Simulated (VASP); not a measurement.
The system is RbTe2P3.

```
Rb Te P
1.0
     5.04163    0.00000    0.00000
    -2.52081    4.36618    0.00000
     0.00000    0.00000    7.96419
Rb Te P
1 2 3
Direct
  0.00000 0.00000 0.45455
  0.33333 0.66667 0.27703
  0.33333 0.66667 0.73716
  0.66667 0.33333 0.51646
  0.66667 0.33333 0.94773
  0.00000 0.00000 0.06707
```

| Property | Result |
| --- | --- |
| Program | VASP 6.6.1 |
| Task | relaxation of cell and atoms |
| Functional | PBE |
| Potentials or basis | VASP PAW PBE potentials, release 64 (Rb_sv, Te, P) |
| Cutoff | 600 eV |
| k mesh | 6 × 6 × 2 |
| Occupations | gaussian, width 0.1 eV |
| Spin | no spin polarisation |

At the start: pressure -3.8 GPa; volume 29.22 Å³/atom.

Task: Where does the relaxation end?

Result: Over 33 steps the energy falls by 763.1 meV/atom and the volume is 28.28 Å³/atom (-3.2 %); space group P3m1 (No. 156, to 0.05 Å).

Step by step:
```
step  energy change (eV)  largest force (eV/Å)  pressure (GPa)  volume (Å³)
   1              0.0000                1.3346           -3.83       175.31
   2             -0.5478                1.6740           -1.18       158.13
   3             -0.7027                1.7736            2.15       145.91
   4             -1.0648                1.5168            1.97       145.76
   5             -1.7110                2.6627            3.57       145.07
   6             -0.8566                5.0726           15.42       142.51
   7             -1.9035                2.9359            5.23       144.66
   8             -2.1616                2.9555            4.35       147.62
   9             -2.7989                2.6533            2.24       156.71
  10             -3.3078                2.4177            0.83       175.85
  11             -3.6300                1.9508           -0.11       179.33
  12             -4.0813                1.0127           -1.24       187.54
  13             -3.3439                5.8731            0.45       204.17
  14             -4.1391                0.7228           -1.21       190.33
  15             -4.2466                0.6372           -0.73       185.49
  16             -4.3004                0.5767            0.09       179.65
  17             -4.3008                0.5729            0.21       178.96
  18             -4.3538                0.4629            0.05       177.95
  19             -4.4612                0.4021           -0.26       174.88
  20             -4.4356                0.6127           -0.17       168.51
  21             -4.4907                0.4014           -0.31       172.34
  22             -4.5284                0.3259            0.30       168.64
  23             -4.5381                0.4179            0.93       165.35
  24             -4.5549                0.2143            0.63       165.62
  25             -4.5641                0.1240            0.22       166.07
  26             -4.5641                0.1289            0.25       166.03
  27             -4.5679                0.1212            0.16       166.66
  28             -4.5744                0.1083           -0.11       168.55
  29             -4.5750                0.1183           -0.21       169.27
  30             -4.5773                0.0557            0.05       168.83
  31             -4.5773                0.0525            0.07       168.79
  32             -4.5780                0.0452            0.03       169.04
  33             -4.5788                0.0305           -0.07       169.71
```

Final structure:
```
CELL_PARAMETERS angstrom
4.56989 0.00000 0.00000
-2.28494 3.95764 0.00000
0.00000 0.00000 9.38343
ATOMIC_POSITIONS crystal
Rb 0.00000 0.00000 0.43833
Te 0.33333 0.66667 0.16185
Te 0.33333 0.66667 0.75374
P 0.66667 0.33333 0.69618
P 0.66667 0.33333 0.93477
P 0.00000 0.00000 0.01513
```

Caveat: the k points lie up to 0.33 Å⁻¹ apart in the final cell.
